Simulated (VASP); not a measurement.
# Tb3YPb (P4mm) in VASP: vibrations by perturbation theory with PBE

Aim: the vibrations by perturbation theory of Tb3YPb with PBE.

All numbers are computed with VASP 6.6.1; they aren't measurements. Logs are shortened: lines on timing, memory, paths and dates and some standing lists are left out, and cuts for length are marked.

## 1. The cell of the first run

The structure is tetragonal, space group P4mm (No. 99). Conventional cell: a = 4.479 Å, b = 4.479 Å, c = 8.219 Å, α = 90.00°, β = 90.00°, γ = 90.00°. Within 4.2 Å of Tb (site symmetry 2mm) lie 6 Tb at 3.17 to 3.60 Å and 2 Pb at 3.27 Å and 2 Y at 3.99 Å. Within 4.0 Å of Tb (site symmetry 4mm) lie 1 Pb at 3.02 Å and 4 Tb at 3.60 Å and 4 Y at 3.80 Å. Y (site symmetry 4mm) has 4 Pb at 3.30 Å and 8 Tb at 3.80 to 3.99 Å within 4.3 Å. Pb (site symmetry 4mm) has 5 Tb at 3.02 to 3.27 Å and 4 Y at 3.30 Å within 4.0 Å.

## 2. Vibrations by perturbation theory, PBE

The input, INCAR:

```
  ALGO = Normal
  EDIFF = 1E-8
  ENCUT = 500
  GGA = PE
  GGA_COMPAT = F
  IBRION = 8
  ISIF = 2
  ISMEAR = 0
  KPAR = 4
  LASPH = T
  LCHARG = F
  LMAXMIX = 6
  LREAL = F
  LWAVE = F
  NBANDS = 34
  NELM = 200
  NSW = 1
  PREC = Accurate
  SIGMA = 0.1
```

The input, KPOINTS:

```
k-points
0
Gamma
  8 8 4
```

The input, POSCAR:

```
Tb3YPb
1.0
    4.4794450487      0.0000000000      0.0000000000
    0.0000000000      4.4794450487      0.0000000000
    0.0000000000      0.0000000000      8.2194102650
Tb Y Pb
3 1 1
Direct
    0.0000000000      0.5000000000      0.6775064067
    0.0000000000      0.0000000000      0.3347859994
    0.5000000000      0.0000000000      0.6775064067
    0.5000000000      0.5000000000      0.0789475521
    0.0000000000      0.0000000000      0.9675325953
```

Potentials or basis: VASP PAW PBE potentials, release 64 (Tb_3, Y_sv, Pb_d), 4f in core.

Command:

```console
$ cat potpaw_PBE.64/Tb_3/POTCAR potpaw_PBE.64/Y_sv/POTCAR potpaw_PBE.64/Pb_d/POTCAR > POTCAR
$ mpirun -np 4 vasp_std > vasp.out
```

OUTCAR:

```text
EDIFF = 1E-8
   ENCUT = 500
   GGA = PE
   IBRION = 8
   ISIF = 2
   ISMEAR = 0
   LASPH = T
   LREAL = F
   NELM = 200
   NSW = 1
   PREC = Accurate

 ion  position               nearest neighbor table
   1  0.000  0.500  0.678-   3 3.17   3 3.17   3 3.17   3 3.17   5 3.27   5 3.27   2 3.60   2 3.60
                             4 3.99   4 3.99
   2  0.000  0.000  0.335-   5 3.02   3 3.60   1 3.60   1 3.60   3 3.60   4 3.80   4 3.80   4 3.80
                             4 3.80
   3  0.500  0.000  0.678-   1 3.17   1 3.17   1 3.17   1 3.17   5 3.27   5 3.27   2 3.60   2 3.60
                             4 3.99   4 3.99
   4  0.500  0.500  0.079-   5 3.30   5 3.30   5 3.30   5 3.30   2 3.80   2 3.80   2 3.80   2 3.80
                             3 3.99   3 3.99   1 3.99   1 3.99
   5  0.000  0.000  0.968-   2 3.02   1 3.27   3 3.27   1 3.27   3 3.27   4 3.30   4 3.30   4 3.30
                             4 3.30

  LATTYP: Found a simple tetragonal cell.
 ALAT       =     4.4794450487
 C/A-ratio  =     1.8349170881

  Lattice vectors:

 A1 = (   4.4794450487,   0.0000000000,   0.0000000000)
 A2 = (   0.0000000000,   4.4794450487,   0.0000000000)
 A3 = (   0.0000000000,   0.0000000000,   8.2194102650)

Analysis of symmetry for initial positions (statically):
=====================================================================
 Subroutine PRICEL returns:
 Original cell was already a primitive cell.

 Routine SETGRP: Setting up the symmetry group for a
 simple tetragonal supercell.

 Subroutine GETGRP returns: Found  8 space group operations
 (whereof  8 operations were pure point group operations)
 out of a pool of 16 trial point group operations.

The static configuration has the point symmetry C_4v.

Analysis of symmetry for dynamics (positions and initial velocities):
=====================================================================
 Subroutine PRICEL returns:
 Original cell was already a primitive cell.

 Routine SETGRP: Setting up the symmetry group for a
 simple tetragonal supercell.

 Subroutine GETGRP returns: Found  8 space group operations
 (whereof  8 operations were pure point group operations)
 out of a pool of 16 trial point group operations.

The dynamic configuration has the point symmetry C_4v.

 Subroutine INISYM returns: Found  8 space group operations
 (whereof  8 operations are pure point group operations),
 and found     1 'primitive' translations

----------------------------------------------------------------------------------------

                                     Primitive cell

  volume of cell :     164.9260

  direct lattice vectors                    reciprocal lattice vectors
     4.479445049  0.000000000  0.000000000     0.223241939  0.000000000  0.000000000
     0.000000000  4.479445049  0.000000000     0.000000000  0.223241939  0.000000000
     0.000000000  0.000000000  8.219410265     0.000000000  0.000000000  0.121663230

  length of vectors
     4.479445049  4.479445049  8.219410265     0.223241939  0.223241939  0.121663230

[... 1039 lines left out ...]
  -------------------------------------------------------------------------------------
  Total        0.1151126      0.1151126      0.1557061      0.0000000     -0.0000000      0.0000000
  in kB        1.1182642      1.1182642      1.5126109      0.0000000     -0.0000000      0.0000000
  external PRESSURE =       1.2497131 kB  Pullay stress =       0.0000000 kB

 VOLUME and BASIS-vectors are now :
 -----------------------------------------------------------------------------
  energy-cutoff  :      500.00
  volume of cell :      164.93
      direct lattice vectors                 reciprocal lattice vectors
     4.479445049  0.000000000  0.000000000     0.223241939  0.000000000  0.000000000
     0.000000000  4.479445049  0.000000000     0.000000000  0.223241939  0.000000000
     0.000000000  0.000000000  8.219410265     0.000000000  0.000000000  0.121663230

 POSITION                                       TOTAL-FORCE (eV/Angst)
 -----------------------------------------------------------------------------------
      0.00000      2.23972      5.56870        -0.000000      0.000000      0.004932
      0.00000      0.00000      2.75174        -0.000000      0.000000     -0.023050
      2.23972      0.00000      5.56870         0.000000      0.000000      0.004932
      2.23972      2.23972      0.64890        -0.000000     -0.000000     -0.000205
      0.00000      0.00000      7.95255        -0.000000      0.000000      0.013390
 -----------------------------------------------------------------------------------
    total drift:                                0.000000     -0.000000      0.000422

  FREE ENERGIE OF THE ION-ELECTRON SYSTEM (eV)
  ---------------------------------------------------
  free  energy   TOTEN  =       -23.4991798382 eV

  energy  without entropy=      -23.4621467742  energy(sigma->0) =      -23.48066331

[... ionic steps 2 to 15 ...]

--------------------------------------- Ionic step       16  -------------------------------------------

------------------------ aborting loop because EDIFF is reached ----------------------------------------

[... ionic steps 17 to 17 ...]

--------------------------------------- Ionic step       18  -------------------------------------------

 Free energy of the ion-electron system (eV)
  ---------------------------------------------------
  ---------------------------------------------------
  free energy    TOTEN  =        -0.35210405 eV

  energy without entropy =       -0.35211740

------------------------ aborting loop because EDIFF is reached ----------------------------------------

 INTERNAL STRAIN TENSOR  FOR ION    5  DIRECTION 3   (eV/Angst):
 -----------------------------------------------------------------------------
    -0.17221  0.00000 -0.00000
     0.00000 -0.17221  0.00000
     0.00000 -0.00000  3.19126

 INTERNAL STRAIN TENSOR FOR ION    5 for displacements in x,y,z  (eV/Angst):
          X           Y           Z          XY          YZ          ZX
  --------------------------------------------------------------------------------
  x     0.00000     0.00000     0.00000     0.00000     0.00000    -2.59397
  y     0.00000     0.00000     0.00000     0.00000    -2.67955     0.00000
  z    -0.17221    -0.17221     3.19126     0.00000     0.00000     0.00000

 SECOND DERIVATIVES (NOT SYMMETRIZED)
 ------------------------------------
               1X          1Y          1Z          2X          2Y          2Z          3X          3Y          3Z          4X          4Y          4Z          5X          5Y          5Z
  1X    -4.219161    0.000000    0.000000   -0.552726    0.000000    0.000000    4.117083    0.000000    0.000000    0.127706    0.000000    0.000000    0.527099    0.000000    0.000000
  1Y     0.000000   -6.415088    0.000000    0.000000    1.278645    0.000000    0.000000    4.100908    0.000000    0.000000    0.041013    0.000000    0.000000    0.994522    0.000000
  1Z     0.000000    0.000000   -2.375815    0.000000    0.000000    1.387749    0.000000    0.000000   -0.897812    0.000000    0.000000    0.179886    0.000000    0.000000    1.705992
  2X    -0.533341    0.000000    0.000000   -1.645930    0.000000    0.000000    1.246785    0.000000    0.000000    1.170792    0.000000    0.000000   -0.238307    0.000000    0.000000
  2Y     0.000000    1.246785    0.000000    0.000000   -1.645930    0.000000    0.000000   -0.533341    0.000000    0.000000    1.170792    0.000000    0.000000   -0.238307    0.000000
  2Z     0.000000   -0.000000    1.376238    0.000000    0.000000   -6.858553    0.000000    0.000000    1.376238    0.000000   -0.000000    0.119217    0.000000    0.000000    3.986860
  3X     4.100908    0.000000    0.000000    1.278645    0.000000    0.000000   -6.415088    0.000000    0.000000    0.041013    0.000000    0.000000    0.994522    0.000000    0.000000
  3Y     0.000000    4.117083    0.000000    0.000000   -0.552726    0.000000    0.000000   -4.219161    0.000000    0.000000    0.127706    0.000000    0.000000    0.527099    0.000000
  3Z     0.000000    0.000000   -0.897812    0.000000    0.000000    1.387749    0.000000    0.000000   -2.375815    0.000000    0.000000    0.179886    0.000000    0.000000    1.705992
  4X     0.117329    0.000000    0.000000    1.177841    0.000000    0.000000    0.095078    0.000000    0.000000   -3.978363    0.000000    0.000000    2.588115    0.000000    0.000000
  4Y     0.000000    0.095078    0.000000    0.000000    1.177841    0.000000    0.000000    0.117329    0.000000    0.000000   -3.978363    0.000000    0.000000    2.588115    0.000000
  4Z     0.000000   -0.000000    0.185783    0.000000   -0.000000    0.139047    0.000000    0.000000    0.185783    0.000000   -0.000000   -0.689733    0.000000   -0.000000    0.179121
  5X     0.550327    0.000000    0.000000   -0.251746    0.000000    0.000000    0.983561    0.000000    0.000000    2.539066    0.000000    0.000000   -3.821209    0.000000    0.000000
  5Y     0.000000    0.983561    0.000000    0.000000   -0.251746    0.000000    0.000000    0.550327    0.000000    0.000000    2.539066    0.000000    0.000000   -3.821209    0.000000
  5Z     0.000000   -0.000000    1.694521    0.000000   -0.000000    3.988729    0.000000    0.000000    1.694521    0.000000    0.000000    0.150356    0.000000    0.000000   -7.528127

 Eigenvectors and eigenvalues of the dynamical matrix
 ----------------------------------------------------

   1 f  =    3.918798 THz    24.622532 2PiTHz  130.717018 cm-1    16.206837 meV
             X         Y         Z           dx          dy          dz
      0.000000  2.239723  5.568703     0.116898    0.705563    0.000000
      0.000000  0.000000  2.751743     0.046904   -0.206767   -0.000000
      2.239723  0.000000  5.568703    -0.160054   -0.515320   -0.000000
      2.239723  2.239723  0.648902    -0.073892    0.325739   -0.000000
      0.000000  0.000000  7.952547     0.044699   -0.197046    0.000000
[... 105 lines left out ...]
  15 f/i=    0.021902 THz     0.137614 2PiTHz    0.730569 cm-1     0.090579 meV
             X         Y         Z           dx          dy          dz
      0.000000  2.239723  5.568703     0.000000    0.000000   -0.454445
      0.000000  0.000000  2.751743     0.000000    0.000000   -0.456934
      2.239723  0.000000  5.568703     0.000000    0.000000   -0.454445
      2.239723  2.239723  0.648902     0.000000    0.000000   -0.325712
      0.000000  0.000000  7.952547     0.000000    0.000000   -0.521616

--------------------------------------------------------------------------------------------------------

 ELASTIC MODULI CONTR FROM IONIC RELAXATION (kBar)
 Direction    XX          YY          ZZ          XY          YZ          ZX
 --------------------------------------------------------------------------------
 XX         -75.1578    -61.0321   -122.9710      0.0000      0.0000     -0.0000
 YY         -61.0321    -75.1578   -122.9710      0.0000     -0.0000      0.0000
 ZZ        -122.9710   -122.9710   -265.8711      0.0000     -0.0000     -0.0000
 XY           0.0000      0.0000      0.0000      0.0000      0.0000      0.0000
 YZ           0.0000     -0.0000     -0.0000      0.0000    -76.4714     -0.0000
 ZX          -0.0000      0.0000     -0.0000      0.0000     -0.0000    -65.9120
 --------------------------------------------------------------------------------
```

Run time: 32 min. Hardware: 4 MPI ranks of Intel Xeon 6975P-C (Granite Rapids), shared host; peak memory 1.2 GiB.

What came out:

```
Highest phonon frequency at Γ : 131 cm⁻¹
```

Phonon frequencies in cm⁻¹ (negative: imaginary):
| q point | frequencies |
| --- | --- |
| (0.000, 0.000, 0.000) | -1 -1 -1 49 49 49 50 61 61 101 123 123 130 131 131 |

Caveat: spin-orbit coupling is left out, which moves the levels of the heavy elements; the 4f electrons are frozen in the core, so they carry no moment and show no levels. Spin polarisation is off, so any magnetic state and its effect on volume and gap are missing.
